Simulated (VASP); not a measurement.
# Si2W (P6_222) in VASP: a series of runs, part 3 of 3

VASP 6.6.1. The steps go on from the part before.

**4. Single point, LDA**

This run uses another cell than the first one, of the same volume but with other edges.

The input, INCAR:

```
  PREC = Accurate
  ENCUT = 520
  EDIFF = 1E-7
  ISMEAR = 0
  SIGMA = 0.03
  LREAL = False
  LASPH = True
  NELM = 100
  ALGO = Normal
  ISIF = 2
  LWAVE = False
  LCHARG = False
  NBANDS = 43
```

The input, KPOINTS:

```
regular mesh
0
Gamma
  9 9 6
```

The input, POSCAR:

```
Si2W
1.0
    4.5117692230      0.0000000000      0.0000000000
   -2.2558846115      3.9073067631      0.0000000000
    0.0000000000      0.0000000000      6.6832837500
Si W
6 3
Direct
    0.8255546399      0.6511092798      0.5000000000
    0.1744453601      0.8255546399      0.8333333333
    0.6511092798      0.8255546399      0.1666666667
    0.1744453601      0.3488907202      0.5000000000
    0.8255546399      0.1744453601      0.8333333333
    0.3488907202      0.1744453601      0.1666666667
    0.0000000000      0.5000000000      0.1666666667
    0.5000000000      0.5000000000      0.8333333333
    0.5000000000      0.0000000000      0.5000000000
```

Potentials or basis: VASP PAW LDA potentials, release 64 (Si, W_sv).

Started as:

```bash
> cat potpaw_LDA.64/Si/POTCAR potpaw_LDA.64/W_sv/POTCAR > POTCAR
> mpirun -np 1 vasp_std > vasp.out
```

OUTCAR:

```text
PREC = Accurate
   ENCUT = 520
   EDIFF = 1E-7
   ISMEAR = 0
   LREAL = False
   LASPH = True
   NELM = 100
   ISIF = 2

 ion  position               nearest neighbor table
   1  0.826  0.651  0.500-   9 2.54   4 2.55   4 2.55   7 2.57   8 2.57   3 2.61   2 2.61   9 2.64
                             9 2.64   4 2.73   6 3.10   5 3.10
   2  0.174  0.826  0.833-   8 2.54   5 2.55   5 2.55   9 2.57   7 2.57   1 2.61   6 2.61   8 2.64
                             8 2.64   5 2.73   4 3.10   3 3.10
   3  0.651  0.826  0.167-   7 2.54   6 2.55   6 2.55   9 2.57   8 2.57   1 2.61   5 2.61   7 2.64
                             7 2.64   6 2.73   4 3.10   2 3.10
   4  0.174  0.349  0.500-   9 2.54   1 2.55   1 2.55   7 2.57   8 2.57   5 2.61   6 2.61   9 2.64
                             9 2.64   1 2.73   3 3.10   2 3.10
   5  0.826  0.174  0.833-   8 2.54   2 2.55   2 2.55   9 2.57   7 2.57   4 2.61   3 2.61   8 2.64
                             8 2.64   2 2.73   1 3.10   6 3.10
   6  0.349  0.174  0.167-   7 2.54   3 2.55   3 2.55   9 2.57   8 2.57   4 2.61   2 2.61   7 2.64
                             7 2.64   3 2.73   1 3.10   5 3.10
   7  0.000  0.500  0.167-   3 2.54   6 2.54   4 2.57   1 2.57   5 2.57   2 2.57   3 2.64   6 2.64
                             3 2.64   6 2.64   9 3.17   9 3.17   8 3.17   8 3.17
   8  0.500  0.500  0.833-   2 2.54   5 2.54   4 2.57   1 2.57   3 2.57   6 2.57   5 2.64   2 2.64
[... 1317 lines left out ...]

------------------------ aborting loop because EDIFF is reached ----------------------------------------

  FORCE on cell =-STRESS in cart. coord.  units (eV):
  Direction    XX          YY          ZZ          XY          YZ          ZX
  --------------------------------------------------------------------------------------
  -------------------------------------------------------------------------------------
  Total        3.2870835      3.2870835     -1.9221259     -0.0000000      0.0000000      0.0000000
  in kB       44.6999497     44.6999497    -26.1383472     -0.0000000      0.0000000      0.0000000
  external PRESSURE =      21.0871840 kB  Pullay stress =       0.0000000 kB

 VOLUME and BASIS-vectors are now :
 -----------------------------------------------------------------------------
  energy-cutoff  :      520.00
  volume of cell :      117.82
      direct lattice vectors                 reciprocal lattice vectors
     4.511769223  0.000000000  0.000000000     0.221642542  0.127965381  0.000000000
    -2.255884611  3.907306763  0.000000000     0.000000000  0.255930763  0.000000000
     0.000000000  0.000000000  6.683283750     0.000000000  0.000000000  0.149627045

 POSITION                                       TOTAL-FORCE (eV/Angst)
 -----------------------------------------------------------------------------------
      2.25588      2.54408      3.34164         0.000000      1.416146     -0.000000
     -1.07530      3.22570      5.56940        -1.226418      0.708073      0.000000
      1.07530      3.22570      1.11388         1.226418      0.708073      0.000000
      0.00000      1.36322      3.34164         0.000000     -1.416146     -0.000000
      3.33118      0.68161      5.56940         1.226418     -0.708073      0.000000
      1.18059      0.68161      1.11388        -1.226418     -0.708073     -0.000000
     -1.12794      1.95365      1.11388         0.000000     -0.000000     -0.000000
      1.12794      1.95365      5.56940        -0.000000      0.000000     -0.000000
      2.25588      0.00000      3.34164         0.000000      0.000000     -0.000000
 -----------------------------------------------------------------------------------
    total drift:                               -0.000000      0.000000      0.000000

  FREE ENERGIE OF THE ION-ELECTRON SYSTEM (eV)
  ---------------------------------------------------
  free  energy   TOTEN  =       -81.0777791595 eV

  energy  without entropy=      -81.0777791595  energy(sigma->0) =      -81.07777916
```

OSZICAR:

```text
N       E                     dE             d eps       ncg     rms          rms(c)
DAV:   1     0.640187619655E+03    0.64019E+03   -0.35188E+04  4288   0.158E+03
DAV:   2    -0.424352801755E+02   -0.68262E+03   -0.65910E+03  4443   0.454E+02
DAV:   3    -0.823731934465E+02   -0.39938E+02   -0.38603E+02  5158   0.100E+02
DAV:   4    -0.833736702931E+02   -0.10005E+01   -0.99021E+00  5096   0.149E+01
DAV:   5    -0.833919241766E+02   -0.18254E-01   -0.18211E-01  5133   0.219E+00    0.469E+01
DAV:   6    -0.814174815154E+02    0.19744E+01   -0.87065E+00  4979   0.148E+01    0.173E+01
DAV:   7    -0.811378583934E+02    0.27962E+00   -0.75111E-01  4858   0.352E+00    0.728E+00
DAV:   8    -0.810794304245E+02    0.58428E-01   -0.11350E-01  5068   0.178E+00    0.459E-01
DAV:   9    -0.810783355754E+02    0.10948E-02   -0.73214E-03  5357   0.359E-01    0.291E-01
DAV:  10    -0.810778476593E+02    0.48792E-03   -0.18156E-03  5129   0.277E-01    0.729E-02
DAV:  11    -0.810777797220E+02    0.67937E-04   -0.27719E-04  5072   0.970E-02    0.301E-02
DAV:  12    -0.810777793360E+02    0.38603E-06   -0.13154E-05  5143   0.181E-02    0.664E-03
DAV:  13    -0.810777791599E+02    0.17615E-06   -0.52632E-07  4613   0.385E-03    0.176E-03
DAV:  14    -0.810777791595E+02    0.34106E-09   -0.41808E-08  2797   0.132E-03
   1 F= -.81077779E+02 E0= -.81077779E+02  d E =-.227242E-12
```

It took 2.2 min on 1 thread of Intel Xeon Platinum 8488C (Sapphire Rapids), shared host; peak memory 0.32 GiB.

What came out:

```yaml
Free_energy: -81.0778 eV
Pressure: 2.1 GPa
Largest_force: 1.416 eV/Å
Band_gap_on_the_k_mesh: 0.30 eV (least direct gap 0.90 eV)
```

Forces on the atoms (eV/Å):
```
Si   0.000  1.416  0.000
Si  -1.226  0.708  0.000
Si   1.226  0.708  0.000
Si   0.000 -1.416  0.000
Si   1.226 -0.708  0.000
Si  -1.226 -0.708  0.000
W    0.000  0.000  0.000
W    0.000  0.000  0.000
W    0.000  0.000  0.000
```

Levels at points of the mesh, in eV from the valence-band top:
```csv
k point,band 29,band 30,band 31,band 32,band 33,band 34,band 35,band 36,band 37,band 38
"(0.00, 0.00, 0.00)",-2.67,-2.67,-2.55,-2.29,-1.01,2.66,2.79,2.99,3.03,3.03
"(0.00, 0.00, 0.50)",-2.48,-2.48,-1.59,-0.87,-0.87,1.68,2.49,2.49,2.54,2.65
```

Caveat: the cell differs from its parent crystal (atoms shifted along a free coordinate, c/a of the conventional cell at fixed volume 1.4813); the stress differs along the axes, from -3 to 4 GPa; spin-orbit coupling is left out, which moves the levels of the heavy elements; forces of over 1 eV/Å act on the atoms, so gaps and moduli don't describe the material at rest. A k mesh can miss the band edges.

**5. Single point, LDA (13.09 Å³/atom, c/a of the conventional cell at fixed volume 1.3659)**

The input, INCAR:

```
SYSTEM = Si2W
ALGO = Normal ; EDIFF = 1E-7
ENCUT = 520 ; GGA = CA
ISIF = 2 ; ISMEAR = 0
LASPH = .TRUE. ; LCHARG = .TRUE.
LELF = .TRUE. ; LREAL = .FALSE.
LVHAR = .TRUE. ; LWAVE = .FALSE.
NBANDS = 43 ; NELM = 100
PREC = Accurate ; SIGMA = 0.03
```

The input, KPOINTS:

```
k-points
0
G
  9 9 6
  0 0 0
```

The input, POSCAR:

```
Si2W
1.0
    4.6354110315      0.0000000000      0.0000000000
   -2.3177055157      4.0143837103      0.0000000000
    0.0000000000      0.0000000000      6.3315079279
Si W
6 3
Direct
    0.8361210222      0.6722420443      0.5000000000
    0.1638789778      0.8361210222      0.8333333333
    0.6722420443      0.8361210222      0.1666666667
    0.1638789778      0.3277579557      0.5000000000
    0.8361210222      0.1638789778      0.8333333333
    0.3277579557      0.1638789778      0.1666666667
    0.0000000000      0.5000000000      0.1666666667
    0.5000000000      0.5000000000      0.8333333333
    0.5000000000      0.0000000000      0.5000000000
```

Started as:

```bash
> cat potpaw_LDA.64/Si/POTCAR potpaw_LDA.64/W_sv/POTCAR > POTCAR
> mpirun -np 1 vasp_std > vasp.out
```

Wall time 2.2 min (1 thread of AMD EPYC 9R45 (Zen 5), shared host); peak memory 0.28 GiB.

It converged, with:

```
Free energy            : -81.2598 eV
Pressure               : 2.3 GPa
Largest force          : 0.110 eV/Å
Band gap on the k mesh : 0.13 eV (least direct gap 0.49 eV)
```

Forces on the atoms (eV/Å):
```
Si   0.000  0.110  0.000
Si  -0.095  0.055  0.000
Si   0.095  0.055  0.000
Si   0.000 -0.110  0.000
Si   0.095 -0.055  0.000
Si  -0.095 -0.055  0.000
W    0.000  0.000  0.000
W    0.000  0.000  0.000
W    0.000  0.000  0.000
```

Stress tensor (GPa, compression positive):
```
-3.16  0.00  0.00
 0.00 -3.16  0.00
 0.00  0.00 13.31
```

Levels at points of the mesh, in eV from the valence-band top:
```csv
k point,band 31,band 32,band 33,band 34,band 35,band 36
"(0.00, 0.00, 0.00)",-3.42,-2.83,-0.87,2.04,2.04,2.27
"(0.00, 0.00, 0.50)",-2.87,-0.40,-0.40,2.14,2.28,2.28
```

Caveat: the cell differs from its parent crystal (c/a of the conventional cell at fixed volume 1.3659); the stress differs along the axes, from -3 to 13 GPa; spin-orbit coupling is left out, which moves the levels of the heavy elements.

**6. Overview**

```csv
cell,gap on the mesh (eV),pressure (GPa),largest force (eV/Å)
"a = 4.436, b = 4.436, c = 6.913 Å, angles 90.0, 90.0, 120.0°, 9 atoms, atomic positions A",0.21,3.1,2.00
"a = 4.436, b = 4.436, c = 6.913 Å, angles 90.0, 90.0, 120.0°, 9 atoms, atomic positions B",0.52,3.2,1.49
"a = 4.512, b = 4.512, c = 6.683 Å, angles 90.0, 90.0, 120.0°, 9 atoms, atomic positions B",0.30,2.1,1.42
"a = 4.635, b = 4.635, c = 6.332 Å, angles 90.0, 90.0, 120.0°, 9 atoms, atomic positions C",0.13,2.3,0.11
```

Alike in all rows: task single point; level LDA; potentials or basis VASP PAW LDA potentials, release 64 (Si, W_sv); no spin polarisation; k mesh 9 × 9 × 6; cutoff (eV) 520; smearing gaussian 0.03 eV.

Caveats: spin-orbit coupling is left out, which moves the levels of the heavy elements; forces of over 1 eV/Å act on the atoms, so gaps and moduli don't describe the material at rest (at least some runs); the stress differs along the axes, from -12 to 11 GPa (at least some runs); the stress differs along the axes, from -11 to 10 GPa (at least some runs); the stress differs along the axes, from -3 to 4 GPa (at least some runs); the stress differs along the axes, from -3 to 13 GPa (at least some runs).

Absolute energies hang on the potentials; compare differences alone.
